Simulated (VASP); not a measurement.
# WSe3 (P4/mmm) in VASP: notebook

WSe3 is run at these levels: PBE; tasks: single point, relaxation of cell and atoms.

All numbers are computed with VASP 6.6.1; they aren't measurements. Logs are shortened: lines on timing, memory, paths and dates and some standing lists are left out, and cuts for length are marked.

## 1. The cell of the first run

Symmetry: P4/mmm, No. 123, tetragonal system. The conventional cell has a = 3.014 Å, b = 3.014 Å, c = 11.129 Å, α = 90.00°, β = 90.00°, γ = 90.00°. W (site symmetry 4/mmm) has 8 Se at 2.66 Å and 4 W at 3.01 Å within 3.5 Å. Se (site symmetry 4mm) has 4 W at 2.66 Å and 5 Se at 3.01 to 3.18 Å within 3.5 Å. Within 4.0 Å of Se (site symmetry 4/mmm) lie 6 Se at 3.01 to 3.98 Å.

The cell was built from a structure type or drawn by symmetry, and may not be a known phase.

## 2. Single point, PBE

Contents of INCAR:

```
PREC     = Accurate       # precision mode
ENCUT    = 520            # plane-wave cutoff, eV
EDIFF    = 1E-6           # SCF threshold, eV
ISMEAR   = 0              # smearing method
SIGMA    = 0.1            # smearing width, eV
LREAL    = False          # projectors in reciprocal space
LASPH    = True           # aspherical terms in the spheres
NELM     = 60             # most SCF steps
ALGO     = Normal         # electronic algorithm
ISIF     = 2              # what is computed and relaxed
LWAVE    = False          # write WAVECAR
LCHARG   = False          # write CHGCAR
GGA      = PE             # functional
NBANDS   = 24             # bands
```

Contents of KPOINTS:

```
Automatic mesh
0
Gamma
  6 6 2
```

Contents of POSCAR:

```
WSe3
1.0
    3.0144172141      0.0000000000      0.0000000000
    0.0000000000      3.0144172141      0.0000000000
    0.0000000000      0.0000000000     11.1294069320
W Se
1 3
Direct
    0.5000000000      0.5000000000      0.5000000000
    0.0000000000      0.0000000000      0.3572164130
    0.0000000000      0.0000000000      0.6427835870
    0.0000000000      0.0000000000      0.0000000000
```

Potentials or basis: VASP PAW PBE potentials, release 64 (W_sv, Se).

Run with:

```bash
cat potpaw_PBE.64/W_sv/POTCAR potpaw_PBE.64/Se/POTCAR > POTCAR
mpirun -np 1 vasp_std > vasp.out
```

OUTCAR:

```text
PREC = Accurate
   ENCUT = 520
   EDIFF = 1E-6
   ISMEAR = 0
   LREAL = False
   LASPH = True
   NELM = 60
   ISIF = 2
   GGA = PE

 ion  position               nearest neighbor table
   1  0.500  0.500  0.500-   2 2.66   3 2.66   2 2.66   3 2.66   2 2.66   3 2.66   2 2.66   3 2.66

   2  0.000  0.000  0.357-   1 2.66   1 2.66   1 2.66   1 2.66
   3  0.000  0.000  0.643-   1 2.66   1 2.66   1 2.66   1 2.66
   4  0.000  0.000  0.000-

  LATTYP: Found a simple tetragonal cell.
 ALAT       =     3.0144172141
 C/A-ratio  =     3.6920592412

  Lattice vectors:

 A1 = (   3.0144172141,   0.0000000000,   0.0000000000)
 A2 = (   0.0000000000,   3.0144172141,   0.0000000000)
 A3 = (   0.0000000000,   0.0000000000,  11.1294069320)

Analysis of symmetry for initial positions (statically):
=====================================================================
 Subroutine PRICEL returns:
 Original cell was already a primitive cell.

 Routine SETGRP: Setting up the symmetry group for a
 simple tetragonal supercell.

 Subroutine GETGRP returns: Found 16 space group operations
 (whereof 16 operations were pure point group operations)
 out of a pool of 16 trial point group operations.

The static configuration has the point symmetry D_4h.

Analysis of symmetry for dynamics (positions and initial velocities):
=====================================================================
 Subroutine PRICEL returns:
 Original cell was already a primitive cell.

 Routine SETGRP: Setting up the symmetry group for a
 simple tetragonal supercell.

 Subroutine GETGRP returns: Found 16 space group operations
 (whereof 16 operations were pure point group operations)
 out of a pool of 16 trial point group operations.

The dynamic configuration has the point symmetry D_4h.

 Subroutine INISYM returns: Found 16 space group operations
 (whereof 16 operations are pure point group operations),
 and found     1 'primitive' translations

----------------------------------------------------------------------------------------

                                     Primitive cell

  volume of cell :     101.1297

  direct lattice vectors                    reciprocal lattice vectors
     3.014417214  0.000000000  0.000000000     0.331739082  0.000000000  0.000000000
     0.000000000  3.014417214  0.000000000     0.000000000  0.331739082  0.000000000
     0.000000000  0.000000000 11.129406932     0.000000000  0.000000000  0.089852047

  length of vectors
[... 82 lines left out ...]
   LREAL  =      F    real-space projection
   EDIFFG = 0.1E-04   stopping-criterion for IOM
   NSW    =      0    number of steps for IOM
   IBRION =     -1    ionic relax: 0-MD 1-quasi-New 2-CG
   NFREE  =      0    steps in history (QN), initial steepest desc. (CG)
   ISIF   =      2    stress and relaxation
   ISYM   =      2    0-nonsym 1-usesym 2-fastsym
   POTIM  = 0.5000    time-step for ionic-motion
   TEBEG  =    0.0;   TEEND  =   0.0 temperature during run
   PSTRESS=    0.0 pullay stress
   NELECT =      32.0000    total number of electrons
   NUPDOWN=      -1.0000    fix difference up-down
   EMIN   =  10.00;   EMAX   =-10.00  energy-range for DOS
   EFERMI =   0.00;   METHOD = LEGACY
   ISMEAR =     0;   SIGMA  =   0.10  broadening in eV -4-tet -1-fermi 0-gaus
   EFERMI_NEDOS =   21; number of points for ismear=-14 and -15
   IALGO  =     38    algorithm
   IMIX   =      4    mixing-type and parameters
     AMIX     =   0.40;   BMIX     =  1.00
     AMIX_MAG =   1.60;   BMIX_MAG =  1.00
  volume/ion in A,a.u.               =      25.28       170.61
  Fermi-wavevector in a.u.,A,eV,Ry     =   1.115574  2.108130 16.932538  1.244506
  Thomas-Fermi vector in A             =   2.252180
   LORBIT       =      0    0 simple, 1 ext, 2 COOP (PROOUT), +10 PAW based schemes
   GGA     = PE    functional components
   LHFCALC =     F    Hartree Fock is set to
   AEXX    =    0.0000 exact exchange contribution
   IVDW    =     0    specifies the selected vdW correction
   LEPSILON=     F    determine dielectric tensor
   LRPA    =     F    only Hartree local field effects (RPA)
 non-spin polarized calculation
 Gauss-broadening in eV      SIGMA  =   0.10
  energy-cutoff  :      520.00
  volume of cell :      101.13
 maximum number of plane-waves:      2751
 NGX is ok and might be reduce to    24
   NGX = 11   NGY = 11   NGZ = 41

 number of electron      31.9999990 magnetization

 Free energy of the ion-electron system (eV)
  ---------------------------------------------------
  ext. energy  EPLUGINS =         0.00000000
  ---------------------------------------------------
  free energy    TOTEN  =       -23.14703273 eV

  energy without entropy =      -23.12770245  energy(sigma->0) =      -23.13736759

 E-fermi :   3.6948     XC(G=0):  -9.2932

 val. band max:        3.6245445242   @ k =   0.5000   0.5000   0.5000
 cond. band min:       3.6984487681   @ k =   0.1667   0.1667   0.0000
 fundamental gap:      0.0739042438
 Fermi energy:         3.6948302905

 k-point     1 :       0.0000    0.0000    0.0000
  band No.  band energies     occupation
      1     -70.6316      2.00000
      2     -34.8275      2.00000
      3     -34.7188      2.00000
      4     -34.7188      2.00000
      5     -12.1190      2.00000
      6     -10.6904      2.00000
[... 529 lines left out ...]
     23       9.0452      0.00000
     24       9.0865      0.00000

------------------------ aborting loop because EDIFF is reached ----------------------------------------

  FORCE on cell =-STRESS in cart. coord.  units (eV):
  Direction    XX          YY          ZZ          XY          YZ          ZX
  --------------------------------------------------------------------------------------
  -------------------------------------------------------------------------------------
  Total        0.1942955      0.1942955      0.1537181      0.0000000      0.0000000      0.0000000
  in kB        3.0781833      3.0781833      2.4353249      0.0000000      0.0000000      0.0000000
  external PRESSURE =       2.8638972 kB  Pullay stress =       0.0000000 kB

 VOLUME and BASIS-vectors are now :
 -----------------------------------------------------------------------------
  energy-cutoff  :      520.00
  volume of cell :      101.13
      direct lattice vectors                 reciprocal lattice vectors
     3.014417214  0.000000000  0.000000000     0.331739082  0.000000000  0.000000000
     0.000000000  3.014417214  0.000000000     0.000000000  0.331739082  0.000000000
     0.000000000  0.000000000 11.129406932     0.000000000  0.000000000  0.089852047

 POSITION                                       TOTAL-FORCE (eV/Angst)
 -----------------------------------------------------------------------------------
      1.50721      1.50721      5.56470         0.000000      0.000000      0.000000
      0.00000      0.00000      3.97561         0.000000      0.000000     -0.029102
      0.00000      0.00000      7.15380         0.000000     -0.000000      0.029102
      0.00000      0.00000      0.00000         0.000000      0.000000      0.000000
 -----------------------------------------------------------------------------------
    total drift:                                0.000000      0.000000     -0.000000

  FREE ENERGIE OF THE ION-ELECTRON SYSTEM (eV)
  ---------------------------------------------------
  free  energy   TOTEN  =       -23.1470327291 eV

  energy  without entropy=      -23.1277024532  energy(sigma->0) =      -23.13736759
```

OSZICAR:

```text
N       E                     dE             d eps       ncg     rms          rms(c)
DAV:   1     0.217753823940E+03    0.21775E+03   -0.16321E+04  1112   0.122E+03
DAV:   2    -0.106579941199E+02   -0.22841E+03   -0.21702E+03  1144   0.290E+02
DAV:   3    -0.238386132775E+02   -0.13181E+02   -0.12598E+02  1256   0.638E+01
DAV:   4    -0.240785967573E+02   -0.23998E+00   -0.23959E+00  1048   0.901E+00
DAV:   5    -0.240816105799E+02   -0.30138E-02   -0.30133E-02  1232   0.111E+00    0.204E+01
DAV:   6    -0.240584047640E+02    0.23206E-01   -0.30099E+00  1096   0.134E+01    0.828E+00
DAV:   7    -0.240440199679E+02    0.14385E-01   -0.18006E+00  1136   0.110E+01    0.761E+00
DAV:   8    -0.232119779019E+02    0.83204E+00   -0.38154E-01  1176   0.475E+00    0.300E+00
DAV:   9    -0.231538321641E+02    0.58146E-01   -0.93705E-02  1160   0.208E+00    0.788E-01
DAV:  10    -0.231493143970E+02    0.45178E-02   -0.53888E-03  1040   0.485E-01    0.557E-01
DAV:  11    -0.231469773533E+02    0.23370E-02   -0.89551E-03  1080   0.550E-01    0.122E-01
DAV:  12    -0.231469929659E+02   -0.15613E-04   -0.65023E-04  1080   0.159E-01    0.649E-02
DAV:  13    -0.231470143304E+02   -0.21365E-04   -0.96851E-05  1112   0.497E-02    0.352E-02
DAV:  14    -0.231470323948E+02   -0.18064E-04   -0.32110E-05   992   0.359E-02    0.840E-03
DAV:  15    -0.231470327291E+02   -0.33428E-06   -0.24256E-06  1080   0.963E-03
   1 F= -.23147033E+02 E0= -.23137368E+02  d E =-.193303E-01
```

stdout:

```text
POSCAR found type information on POSCAR W Se
 POSCAR found :  2 types and       4 ions
 scaLAPACK will be used
 LDA part: xc-table for (Slater+PW92), standard interpolation
 POSCAR, INCAR and KPOINTS ok, starting setup
 FFT: planning ... GRIDC
 FFT: planning ... GRID_SOFT
 FFT: planning ... GRID
 WAVECAR not read
 entering main loop
```

Wall time 19 s (1 thread of Intel Xeon 6975P-C (Granite Rapids), shared host); peak memory 0.22 GiB.

Results:

```
Free energy            : -23.1470 eV
Pressure               : 0.3 GPa
Largest force          : 0.029 eV/Å
Band gap on the k mesh : zero (bands 16 and 17 overlap by 0.93 eV)
```

Forces in eV/Å, atoms in the order of the input:
```
W    0.000  0.000  0.000
Se   0.000  0.000 -0.029
Se   0.000  0.000  0.029
Se   0.000  0.000  0.000
```

Caveat: spin-orbit coupling is left out, which moves the levels of the heavy elements; this functional lacks dispersion, which binds the layers, so the pressure and a relaxed spacing across them are unreliable.

## 3. Single point, PBE

This run uses another cell than the first one, of 26.54 Å³/atom.

Contents of INCAR:

```
  ALGO = Normal
  EDIFF = 1E-7
  ENCUT = 520
  GGA = PE
  ISIF = 2
  ISMEAR = 0
  LASPH = T
  LCHARG = T
  LELF = T
  LREAL = F
  LVHAR = T
  LWAVE = F
  NBANDS = 24
  NELM = 80
  PREC = Accurate
  SIGMA = 0.1
```

Contents of KPOINTS:

```
k-points
0
Gamma
  6 6 2
```

Contents of POSCAR:

```
WSe3
1.0
    3.5772366000      0.0000000000      0.0000000000
    0.0000000000      3.5772366000      0.0000000000
    0.0000000000      0.0000000000      8.2973514200
W Se
1 3
Direct
    0.5000000000      0.5000000000      0.5000000000
    0.0000000000      0.0000000000      0.2883566600
    0.0000000000      0.0000000000      0.7116433400
    0.0000000000      0.0000000000      0.0000000000
```

Potentials or basis: VASP PAW PBE potentials, release 64 (W_sv, Se).

Run with:

```bash
cat potpaw_PBE.64/W_sv/POTCAR potpaw_PBE.64/Se/POTCAR > POTCAR
mpirun -np 1 vasp_std > vasp.out
```

Wall time 25 s (1 thread of Intel Xeon 6975P-C (Granite Rapids), shared host); peak memory 0.22 GiB.

It converged, with:

| Item | Value |
| --- | --- |
| Free energy | -19.9071 eV |
| Pressure | -11.9 GPa |
| Largest force | 3.188 eV/Å |
| Band gap on the k mesh | zero (bands 16 and 17 overlap by 0.49 eV) |

Forces on the atoms (eV/Å):
```
W    0.000  0.000  0.000
Se   0.000  0.000  3.188
Se   0.000  0.000 -3.188
Se   0.000  0.000  0.000
```

Stress tensor (GPa, compression positive):
```
-16.60   0.00   0.00
  0.00 -16.60   0.00
  0.00   0.00  -2.58
```

Levels at points of the mesh, in eV from the Fermi level:
```
           k point  band 13  band 14  band 15  band 16  band 17  band 18  band 19  band 20
(0.00, 0.00, 0.00)    -1.82    -1.82    -0.42     0.38     0.70     0.70     1.68     1.68
(0.50, 0.00, 0.00)    -2.33    -1.03    -0.52    -0.06     0.02     0.20     1.16     2.31
(0.50, 0.50, 0.00)    -3.33    -1.75    -1.75    -0.73     1.20     1.20     1.31     2.16
(0.00, 0.00, 0.50)    -1.28    -1.28    -0.97    -0.04    -0.04     0.35     0.38     2.33
(0.50, 0.00, 0.50)    -1.73    -1.41    -1.22     0.02     1.07     1.29     1.45     1.47
(0.50, 0.50, 0.50)    -2.07    -2.07    -0.71    -0.13    -0.12     1.31     1.91     1.91
```

Caveat: the k points lie up to 0.38 Å⁻¹ apart; spin-orbit coupling is left out, which moves the levels of the heavy elements; forces of over 1 eV/Å act on the atoms, so gaps and moduli don't describe the material at rest.

## 4. Relaxation of cell and atoms, PBE

This run uses another cell than the first one, of 26.54 Å³/atom.

Contents of INCAR:

```
SYSTEM = WSe3
PREC = Accurate
ENCUT = 600
EDIFF = 1E-7
ISMEAR = 0
SIGMA = 0.1
LREAL = .FALSE.
LASPH = .TRUE.
NELM = 60
ALGO = Normal
ISIF = 3
LWAVE = .FALSE.
LCHARG = .FALSE.
GGA = PE
IBRION = 2
NSW = 90
EDIFFG = -0.04
```

Contents of KPOINTS:

```
regular mesh
0
G
  6 6 2
  0 0 0
```

POSCAR is that of step 3.

Run with:

```bash
cat potpaw_PBE.64/W_sv/POTCAR potpaw_PBE.64/Se/POTCAR > POTCAR
mpirun -np 1 vasp_std > vasp.out
```

It took 8.4 min on 1 thread of Intel Xeon 6975P-C (Granite Rapids), shared host; peak memory 0.28 GiB.

Results (log left out):

```yaml
Free_energy: -23.1444 eV
Relaxed_volume: 25.16 Å³/atom
Relaxed_cell: a = 3.019 Å, b = 3.019 Å, c = 11.044 Å, α = 90.00°, β = 90.00°, γ = 90.00°
Space_group_after_relaxing_to_0.1_Å: P4/mmm (No. 123)
Energy_gained_by_relaxing: 809.3 meV/atom
Ionic_steps: 22
Pressure_after_relaxing: 0.0 GPa
Band_gap_on_the_k_mesh: zero (bands 16 and 17 overlap by 0.93 eV)
```

Forces in eV/Å, atoms in the order of the input:
```
W    0.000  0.000  0.000
Se   0.000  0.000 -0.002
Se   0.000  0.000  0.002
Se   0.000  0.000  0.000
```

Stress tensor (GPa, compression positive):
```
-0.02  0.00  0.00
 0.00 -0.02  0.00
 0.00  0.00  0.14
```

Step by step:
```tsv
step	energy change (eV)	largest force (eV/Å)	pressure (GPa)	volume (Å³)
1	0.0000	3.1884	-11.92	106.18
2	-2.5645	1.5445	6.09	78.23
3	-2.5662	1.5993	5.47	78.59
4	-2.9097	0.4976	1.81	82.66
5	-2.9590	0.3967	1.52	84.00
6	-3.0514	0.0496	1.06	86.68
7	-3.1175	0.8729	1.62	91.94
8	-3.0960	1.0993	-3.89	98.19
9	-3.1993	0.1079	-1.10	94.64
10	-3.1995	0.1741	-1.28	94.85
11	-3.1987	0.0597	2.06	92.43
12	-3.2087	0.0753	0.28	93.68
13	-3.2106	0.0918	0.19	94.06
14	-3.2159	0.1412	-0.07	95.17
15	-3.2244	0.2691	-0.41	97.38
16	-3.2106	0.5666	-0.57	101.68
17	-3.2270	0.2712	-0.37	98.00
18	-3.2280	0.2553	-0.29	98.11
19	-3.2305	0.2058	-0.05	98.42
20	-3.2330	0.1032	0.47	99.05
21	-3.2347	0.0753	0.35	99.45
22	-3.2371	0.0021	0.03	100.64
```

Final structure:
```cif
data_structure
_symmetry_space_group_name_H-M 'P 1'
_symmetry_Int_Tables_number 1
_cell_length_a 3.0187
_cell_length_b 3.0187
_cell_length_c 11.0439
_cell_angle_alpha 90.000
_cell_angle_beta 90.000
_cell_angle_gamma 90.000
_cell_volume 100.64
loop_
_atom_site_label
_atom_site_type_symbol
_atom_site_fract_x
_atom_site_fract_y
_atom_site_fract_z
_atom_site_occupancy
W1 W 0.50000 0.50000 0.50000 1
Se1 Se 0.00000 0.00000 0.35612 1
Se2 Se 0.00000 0.00000 0.64388 1
Se3 Se 0.00000 0.00000 0.00000 1
```

Levels at points of the mesh, in eV from the Fermi level:
| k point | band 14 | band 15 | band 16 | band 17 | band 18 | band 19 |
| --- | --- | --- | --- | --- | --- | --- |
| (0.00, 0.00, 0.00) | -0.43 | 0.05 | 0.05 | 1.74 | 1.97 | 1.97 |
| (0.50, 0.00, 0.00) | -2.32 | -0.73 | 0.58 | 1.50 | 2.91 | 3.03 |
| (0.50, 0.50, 0.00) | -2.91 | -1.10 | -0.33 | 0.77 | 2.62 | 2.62 |
| (0.00, 0.00, 0.50) | -0.23 | 0.06 | 0.06 | 1.74 | 1.96 | 1.96 |
| (0.50, 0.00, 0.50) | -2.32 | -0.77 | 0.58 | 1.50 | 2.92 | 2.99 |
| (0.50, 0.50, 0.50) | -2.91 | -1.10 | -0.06 | 0.45 | 2.64 | 2.64 |

Caveat: the k points lie up to 0.35 Å⁻¹ apart in the final cell, too coarse for converged energies and pressures of a metal; a cell axis changed by over 15 % at a fixed basis, so the end point is rough; spin-orbit coupling is left out, which moves the levels of the heavy elements; this functional lacks dispersion, which binds the layers, so the pressure and a relaxed spacing across them are unreliable.

## 5. Summary

| task | cell | cutoff (eV) | gap on the mesh (eV) | pressure (GPa) | largest force (eV/Å) |
| --- | --- | --- | --- | --- | --- |
| single point | a = 3.014, b = 3.014, c = 11.129 Å, 4 atoms, atomic positions A | 520 | none | 0.3 | 0.03 |
| single point | a = 3.577, b = 3.577, c = 8.297 Å, 4 atoms, atomic positions B | 520 | none | -11.9 | 3.19 |
| relaxation of cell and atoms | relaxed from a = 3.577, b = 3.577, c = 8.297 Å, 4 atoms, atomic positions B | 600 | none | 0.0 | - |

Alike in all rows: level PBE; potentials or basis VASP PAW PBE potentials, release 64 (W_sv, Se); no spin polarisation; k mesh 6 × 6 × 2; smearing gaussian 0.1 eV.

Caveats: some runs use coarse meshes; spin-orbit coupling is left out, which moves the levels of the heavy elements; this functional lacks dispersion, which binds the layers, so the pressure and a relaxed spacing across them are unreliable (at least some runs); forces of over 1 eV/Å act on the atoms, so gaps and moduli don't describe the material at rest (at least some runs); a cell axis changed by over 15 % at a fixed basis, so the end point is rough (at least some runs).

Absolute energies hang on the potentials; compare differences alone.
